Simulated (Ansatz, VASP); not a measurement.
## BiB: VASP beside Ansatz

```
B Bi
1.0
     2.95667    0.00000    0.00000
     0.00000    2.95667    0.00000
     0.00000    0.00000    2.95667
B Bi
1 1
Direct
  0.00000 0.00000 0.00000
  0.50000 0.50000 0.50000
```

Change from the starting cell: volume scaled by 0.68, LAPW.

Alike in both runs: task single point; functional PBE; k mesh 13 × 13 × 13; occupations fermi-dirac, width 0.05 eV; no spin polarisation.

|  | VASP | Ansatz |
| --- | --- | --- |
| version | VASP 6.6.1 | Ansatz 0.2.0 |
| potentials or method | VASP PAW PBE potentials, release 64 (B, Bi_d), cutoff 520 eV | all-electron LAPW, scalar-relativistic |

```tsv
	VASP	Ansatz	Ansatz less VASP
pressure (GPa)	65.0	65.1	+0.17
```

Both programs put the cell under a high pressure, so it lies far from rest at this level. Ansatz ran all-electron here, and VASP with PAW potentials.

Neither program's run includes spin-orbit coupling. Noted on VASP's run: the cell as given lies far from equilibrium.
